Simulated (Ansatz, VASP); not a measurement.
## One calculation of Zn4As3O, two programs

```
O Zn As
1.0
     1.97346    3.41813    0.00000
    -1.97346    3.41813    0.00000
     0.00000   -2.27875   10.46742
O Zn As
1 4 3
Direct
  0.50000 0.50000 0.50000
  0.08850 0.08850 0.26551
  0.91150 0.91150 0.73449
  0.29177 0.29177 0.87530
  0.70823 0.70823 0.12470
  0.20723 0.20723 0.62169
  0.79277 0.79277 0.37831
  0.00000 0.00000 0.00000
```

Alike in both runs: functional PBE; k mesh 5 × 5 × 5; no spin polarisation.

Ansatz relaxed the structure, and its values are those at the end. VASP's run is a single point on that final structure, the one shown.

```csv
,VASP,Ansatz
version,VASP 6.6.1,Ansatz 0.2.0
potentials or method,"VASP PAW PBE potentials, release 64 (O, Zn, As), cutoff 520 eV",PAW plane waves
occupations,"fermi-dirac, width 0.1 eV",fermi-dirac
valence electrons in the cell,69,99
```

|  | VASP | Ansatz | Ansatz less VASP |
| --- | --- | --- | --- |
| gap on the k mesh at the Fermi level (eV) | none | none | - |
| pressure (GPa) | 0.2 | 0.0 | -0.19 |
| rms of the force components (eV/Å) | 0.009 | 0.001 | -0.0085 |

A gap of «none» marks a metal or a gap that the smearing closes. VASP's potentials hold 69 valence electrons a cell and Ansatz's 99, so a difference there can come from the potentials and not from the codes. Ansatz's warnings: structure snapped to symmetry.

The k mesh is coarse, so the values compare programs but aren't converged.
